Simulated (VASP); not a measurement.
# SiC (F-43m) in VASP: notebook

Runs on SiC. Level: PBE. Tasks: single point.

Program: VASP 6.6.1. These are calculated values, not measurements. Logs are shortened: lines on timing, memory, paths and dates and some standing lists are left out, and cuts for length are marked.

### Step 1. The cell of the first run

The structure is cubic, space group F-43m (No. 216). Conventional cell: a = 4.380 Å, b = 4.380 Å, c = 4.380 Å, α = 90.00°, β = 90.00°, γ = 90.00°. Si (site symmetry -43m) has 4 C at 1.90 Å within 2.5 Å. Within 2.5 Å of C (site symmetry -43m) lie 4 Si at 1.90 Å.

### Step 2. Single point, PBE

Contents of INCAR:

```
  PREC = Accurate
  ENCUT = 600
  EDIFF = 1E-6
  ISMEAR = 0
  SIGMA = 0.02
  LREAL = F
  LASPH = T
  NELM = 120
  ALGO = Normal
  ISIF = 2
  LWAVE = F
  LCHARG = T
  GGA = PE
  LELF = T
  LVHAR = T
  NBANDS = 11
  GGA_COMPAT = F
```

Contents of KPOINTS:

```
regular mesh
0
Gamma
  10 10 10
```

Contents of POSCAR:

```
SiC
1.0
    0.0000000000      2.1898586896      2.1898586896
    2.1898586896      0.0000000000      2.1898586896
    2.1898586896      2.1898586896      0.0000000000
Si C
1 1
Direct
    0.0000000000      0.0000000000      0.0000000000
    0.2500000000      0.2500000000      0.2500000000
```

Potentials or basis: VASP PAW PBE potentials, release 64 (Si, C).

Command:

```
> cat potpaw_PBE.64/Si/POTCAR potpaw_PBE.64/C/POTCAR > POTCAR
> mpirun -np 1 vasp_std > vasp.out
```

OUTCAR:

```text
PREC = Accurate
   ENCUT = 600
   EDIFF = 1E-6
   ISMEAR = 0
   LREAL = F
   LASPH = T
   NELM = 120
   ISIF = 2
   GGA = PE

 ion  position               nearest neighbor table
   1  0.000  0.000  0.000-   2 1.90   2 1.90   2 1.90   2 1.90
   2  0.250  0.250  0.250-   1 1.90   1 1.90   1 1.90   1 1.90

  LATTYP: Found a face centered cubic cell.
 ALAT       =     4.3797173792

  Lattice vectors:

 A1 = (   0.0000000000,   2.1898586896,   2.1898586896)
 A2 = (   2.1898586896,   0.0000000000,   2.1898586896)
 A3 = (   2.1898586896,   2.1898586896,   0.0000000000)

Analysis of symmetry for initial positions (statically):
=====================================================================
 Subroutine PRICEL returns:
 Original cell was already a primitive cell.

 Routine SETGRP: Setting up the symmetry group for a
 face centered cubic supercell.

 Subroutine GETGRP returns: Found 24 space group operations
 (whereof 24 operations were pure point group operations)
 out of a pool of 48 trial point group operations.

The static configuration has the point symmetry T_d .

Analysis of symmetry for dynamics (positions and initial velocities):
=====================================================================
 Subroutine PRICEL returns:
 Original cell was already a primitive cell.

 Routine SETGRP: Setting up the symmetry group for a
 face centered cubic supercell.

 Subroutine GETGRP returns: Found 24 space group operations
 (whereof 24 operations were pure point group operations)
 out of a pool of 48 trial point group operations.

The dynamic configuration has the point symmetry T_d .

 Subroutine INISYM returns: Found 24 space group operations
 (whereof 24 operations are pure point group operations),
 and found     1 'primitive' translations

----------------------------------------------------------------------------------------

                                     Primitive cell

  volume of cell :      21.0029

  direct lattice vectors                    reciprocal lattice vectors
     0.000000000  2.189858690  2.189858690    -0.228325235  0.228325235  0.228325235
     2.189858690  0.000000000  2.189858690     0.228325235 -0.228325235  0.228325235
     2.189858690  2.189858690  0.000000000     0.228325235  0.228325235 -0.228325235

  length of vectors
     3.096927859  3.096927859  3.096927859     0.395470908  0.395470908  0.395470908

  position of ions in fractional coordinates (direct lattice)
     0.000000000  0.000000000  0.000000000
     0.250000000  0.250000000  0.250000000

  ion indices of the primitive-cell ions
   primitive index   ion index
                 1           1
                 2           2
[... 78 lines left out ...]
   ISIF   =      2    stress and relaxation
   ISYM   =      2    0-nonsym 1-usesym 2-fastsym
   POTIM  = 0.5000    time-step for ionic-motion
   TEBEG  =    0.0;   TEEND  =   0.0 temperature during run
   PSTRESS=    0.0 pullay stress
   NELECT =       8.0000    total number of electrons
   NUPDOWN=      -1.0000    fix difference up-down
   EMIN   =  10.00;   EMAX   =-10.00  energy-range for DOS
   EFERMI =   0.00;   METHOD = LEGACY
   ISMEAR =     0;   SIGMA  =   0.02  broadening in eV -4-tet -1-fermi 0-gaus
   EFERMI_NEDOS =   21; number of points for ismear=-14 and -15
   IALGO  =     38    algorithm
   IMIX   =      4    mixing-type and parameters
     AMIX     =   0.40;   BMIX     =  1.00
     AMIX_MAG =   1.60;   BMIX_MAG =  1.00
  volume/ion in A,a.u.               =      10.50        70.87
  Fermi-wavevector in a.u.,A,eV,Ry     =   1.186712  2.242561 19.160892  1.408286
  Thomas-Fermi vector in A             =   2.322879
   LORBIT       =      0    0 simple, 1 ext, 2 COOP (PROOUT), +10 PAW based schemes
   GGA     = PE    functional components
   LHFCALC =     F    Hartree Fock is set to
   AEXX    =    0.0000 exact exchange contribution
   IVDW    =     0    specifies the selected vdW correction
   LEPSILON=     F    determine dielectric tensor
   LRPA    =     F    only Hartree local field effects (RPA)
 non-spin polarized calculation
 Gauss-broadening in eV      SIGMA  =   0.02
  energy-cutoff  :      600.00
  volume of cell :       21.00
 maximum number of plane-waves:       725
 NGX is ok and might be reduce to    28
   NGX = 13   NGY = 13   NGZ = 13

 number of electron       8.0000000 magnetization

 Free energy of the ion-electron system (eV)
  ---------------------------------------------------
  ext. energy  EPLUGINS =         0.00000000
  ---------------------------------------------------
  free energy    TOTEN  =       -15.06218825 eV

  energy without entropy =      -15.06218825  energy(sigma->0) =      -15.06218825

 E-fermi :   8.0346     XC(G=0): -11.2912

 val. band max:        7.9397601152   @ k =   0.0000   0.0000   0.0000
 cond. band min:       9.3107925579   @ k =   0.5000   0.5000   0.0000
 fundamental gap:      1.3710324427
 Fermi energy:         8.0346101829

 k-point     1 :       0.0000    0.0000    0.0000
  band No.  band energies     occupation
      1      -7.3468      2.00000
      2       7.9398      2.00000
      3       7.9398      2.00000
      4       7.9398      2.00000
      5      13.9986      0.00000
      6      15.1449      0.00000
      7      15.1449      0.00000
      8      15.1449      0.00000
      9      22.3603      0.00000
     10      22.3603      0.00000
     11      24.1904      0.00000
[... 309 lines left out ...]
 k-point    24 :       0.4000    0.3000    0.0000
  band No.  band energies     occupation
      1      -4.2452      2.00000
      2       2.3764      2.00000
      3       4.8186      2.00000
      4       5.3388      2.00000
      5      10.7986      0.00000
      6      13.5029      0.00000
      7      19.4023      0.00000
      8      19.7310      0.00000
      9      21.5332      0.00000
     10      25.8803      0.00000
     11      28.9673      0.00000

 [... further k-points ...]
[... 5 lines left out ...]
  --------------------------------------------------------------------------------------
  -------------------------------------------------------------------------------------
  Total       -0.0237601     -0.0237601     -0.0237601     -0.0000000     -0.0000000      0.0000000
  in kB       -1.8125145     -1.8125145     -1.8125145     -0.0000000     -0.0000000      0.0000000
  external PRESSURE =      -1.8125145 kB  Pullay stress =       0.0000000 kB

 VOLUME and BASIS-vectors are now :
 -----------------------------------------------------------------------------
  energy-cutoff  :      600.00
  volume of cell :       21.00
      direct lattice vectors                 reciprocal lattice vectors
     0.000000000  2.189858690  2.189858690    -0.228325235  0.228325235  0.228325235
     2.189858690  0.000000000  2.189858690     0.228325235 -0.228325235  0.228325235
     2.189858690  2.189858690  0.000000000     0.228325235  0.228325235 -0.228325235

 POSITION                                       TOTAL-FORCE (eV/Angst)
 -----------------------------------------------------------------------------------
      0.00000      0.00000      0.00000         0.000000      0.000000      0.000000
      1.09493      1.09493      1.09493        -0.000000     -0.000000     -0.000000
 -----------------------------------------------------------------------------------
    total drift:                               -0.000000     -0.000000     -0.000000

  FREE ENERGIE OF THE ION-ELECTRON SYSTEM (eV)
  ---------------------------------------------------
  free  energy   TOTEN  =       -15.0621882534 eV

  energy  without entropy=      -15.0621882534  energy(sigma->0) =      -15.06218825
```

OSZICAR:

```text
N       E                     dE             d eps       ncg     rms          rms(c)
DAV:   1     0.579804835512E+01    0.57980E+01   -0.42124E+03  1050   0.690E+02
DAV:   2    -0.161778675425E+02   -0.21976E+02   -0.20851E+02  1342   0.116E+02
DAV:   3    -0.168726346257E+02   -0.69477E+00   -0.69344E+00  1286   0.173E+01
DAV:   4    -0.168752854382E+02   -0.26508E-02   -0.26507E-02  1186   0.133E+00
DAV:   5    -0.168752969431E+02   -0.11505E-04   -0.11505E-04  1256   0.832E-02    0.865E+00
DAV:   6    -0.151146309878E+02    0.17607E+01   -0.64628E+00  1154   0.113E+01    0.382E+00
DAV:   7    -0.150696394615E+02    0.44992E-01   -0.36756E-01  1232   0.348E+00    0.175E+00
DAV:   8    -0.150619692522E+02    0.76702E-02   -0.20119E-02  1163   0.948E-01    0.174E-01
DAV:   9    -0.150620722080E+02   -0.10296E-03   -0.16904E-03  1279   0.233E-01    0.112E-01
DAV:  10    -0.150621854651E+02   -0.11326E-03   -0.25112E-04  1163   0.957E-02    0.266E-02
DAV:  11    -0.150621878462E+02   -0.23811E-05   -0.46217E-05  1241   0.351E-02    0.707E-03
DAV:  12    -0.150621882534E+02   -0.40724E-06   -0.22099E-06  1107   0.886E-03
   1 F= -.15062188E+02 E0= -.15062188E+02  d E =-.577666E-14
```

Run time: 23 s. Hardware: 1 thread of Intel Xeon Platinum 8375C at 2.90GHz (Ice Lake), shared host; peak memory 0.15 GiB.

Results:

* Free energy: -15.0622 eV
* Pressure: -0.2 GPa
* Band gap on the k mesh: 1.37 eV (least direct gap 4.53 eV)

Levels at points of the mesh, in eV from the valence-band top:
| k point | band 1 | band 2 | band 3 | band 4 | band 5 | band 6 | band 7 | band 8 | band 9 |
| --- | --- | --- | --- | --- | --- | --- | --- | --- | --- |
| (0.00, 0.00, 0.00) | -15.29 | 0.00 | 0.00 | 0.00 | 6.06 | 7.21 | 7.21 | 7.21 | 14.42 |
| (0.50, 0.00, 0.00) | -11.78 | -8.45 | -1.05 | -1.05 | 5.30 | 7.17 | 7.17 | 9.97 | 16.02 |
| (0.50, 0.50, 0.00) | -10.34 | -7.75 | -3.16 | -3.16 | 1.37 | 4.27 | 13.86 | 13.86 | 14.59 |

### Step 3. Single point, PBE

Contents of INCAR:

```
  PREC = Accurate
  ENCUT = 600
  EDIFF = 1E-6
  ISMEAR = 0
  SIGMA = 0.01
  LREAL = F
  LASPH = T
  NELM = 120
  ALGO = Normal
  ISIF = 2
  LWAVE = F
  LCHARG = F
  GGA = PE
  NBANDS = 11
  GGA_COMPAT = F
```

Contents of KPOINTS:

```
Automatic mesh
0
Gamma
  10 10 10
```

POSCAR is that of step 2.

Potentials or basis: VASP PAW PBE potentials, release 64 (Si, C).

Command:

```
> cat potpaw_PBE.64/Si/POTCAR potpaw_PBE.64/C/POTCAR > POTCAR
> mpirun -np 1 vasp_std > vasp.out
```

Run time: 21 s. Hardware: 1 thread of Intel Xeon Platinum 8375C at 2.90GHz (Ice Lake), shared host; peak memory 0.15 GiB.

Results (log left out):

```
Free energy            : -15.0622 eV
Pressure               : -0.2 GPa
Band gap on the k mesh : 1.37 eV (least direct gap 4.53 eV)
```

Levels at points of the mesh, in eV from the valence-band top:
| k point | band 1 | band 2 | band 3 | band 4 | band 5 | band 6 | band 7 | band 8 |
| --- | --- | --- | --- | --- | --- | --- | --- | --- |
| (0.00, 0.00, 0.00) | -15.29 | 0.00 | 0.00 | 0.00 | 6.06 | 7.21 | 7.21 | 7.21 |
| (0.50, 0.00, 0.00) | -11.78 | -8.45 | -1.05 | -1.05 | 5.30 | 7.17 | 7.17 | 9.97 |
| (0.50, 0.50, 0.00) | -10.34 | -7.75 | -3.16 | -3.16 | 1.37 | 4.27 | 13.86 | 13.86 |

### Step 4. Single point, PBE

Contents of INCAR:

```
SYSTEM = SiC
  PREC = Accurate
  ENCUT = 600
  EDIFF = 1E-6
  ISMEAR = 0
  SIGMA = 0.01
  LREAL = .False.
  LASPH = .True.
  NELM = 120
  ALGO = Normal
  ISIF = 2
  LWAVE = .False.
  LCHARG = .False.
  GGA = PE
  NBANDS = 11
  GGA_COMPAT = .False.
```

Contents of KPOINTS:

```
regular mesh
0
Gamma
  10 10 10
  0 0 0
```

POSCAR is that of step 3.

Command:

```
> cat potpaw_PBE.64/Si/POTCAR potpaw_PBE.64/C/POTCAR > POTCAR
> mpirun -np 1 vasp_std > vasp.out
```

Run time: 24 s. Hardware: 1 thread of Intel Xeon Platinum 8375C at 2.90GHz (Ice Lake), shared host; peak memory 0.15 GiB.

The run converged. Its results:

```
Free energy            : -15.0622 eV
Pressure               : -0.2 GPa
Band gap on the k mesh : 1.37 eV (least direct gap 4.53 eV)
```

Levels at points of the mesh, in eV from the valence-band top:
```tsv
k point	band 1	band 2	band 3	band 4	band 5	band 6	band 7	band 8	band 9
(0.00, 0.00, 0.00)	-15.29	0.00	0.00	0.00	6.06	7.21	7.21	7.21	14.42
(0.50, 0.00, 0.00)	-11.78	-8.45	-1.05	-1.05	5.30	7.17	7.17	9.97	16.02
(0.50, 0.50, 0.00)	-10.34	-7.75	-3.16	-3.16	1.37	4.27	13.86	13.86	14.59
```
